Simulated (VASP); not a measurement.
# Tm2Ta: single point with PBE

Tm2Ta:

```
CELL_PARAMETERS angstrom
0.00000 4.17244 4.17244
4.17244 0.00000 4.17244
4.17244 4.17244 0.00000
ATOMIC_POSITIONS crystal
Tm 0.62500 0.62500 0.62500
Tm 0.12500 0.62500 0.62500
Tm 0.62500 0.62500 0.12500
Tm 0.62500 0.12500 0.62500
Ta 0.00000 0.00000 0.00000
Ta 0.25000 0.25000 0.25000
```

The cell was generated, and may not be a known phase.

```json
{
 "Program": "VASP 6.6.1",
 "Task": "single point",
 "Functional": "PBE",
 "Potentials or basis": "VASP PAW PBE potentials, release 64 (Tm_3, Ta_pv), 4f in core",
 "Cutoff": "500 eV",
 "k mesh": "8 × 8 × 8",
 "Occupations": "gaussian, width 0.1 eV",
 "Spin": "no spin polarisation",
 "Dipole correction": "no",
 "Further INCAR settings": "ALGO = Normal; EDIFF = 1e-06; NBANDS = 38"
}
```

- Pressure: 0.7 GPa
- Band gap on the k mesh: zero (bands 29 and 30 overlap by 0.79 eV)

Levels at points of the mesh, in eV from the Fermi level:
```tsv
k point	band 26	band 27	band 28	band 29	band 30	band 31	band 32	band 33
(0.00, 0.00, 0.00)	-1.18	-0.31	-0.31	0.27	0.27	0.27	0.40	0.40
(0.50, 0.00, 0.00)	-0.45	-0.40	-0.40	0.37	0.37	0.78	0.79	0.79
(0.50, 0.50, 0.00)	-0.58	-0.54	-0.54	-0.43	-0.43	0.01	0.01	1.41
```

Wall time 3 min on 1 thread of Intel(R) Xeon(R) Platinum 8488C (Sapphire Rapids), on a shared host, peak memory 0.38 GiB.

Caveat: spin-orbit coupling is left out, which moves the levels of the heavy elements; the 4f electrons are frozen in the core, so they carry no moment and show no levels. Spin polarisation is off, so any magnetic state and its effect on volume and gap are missing.
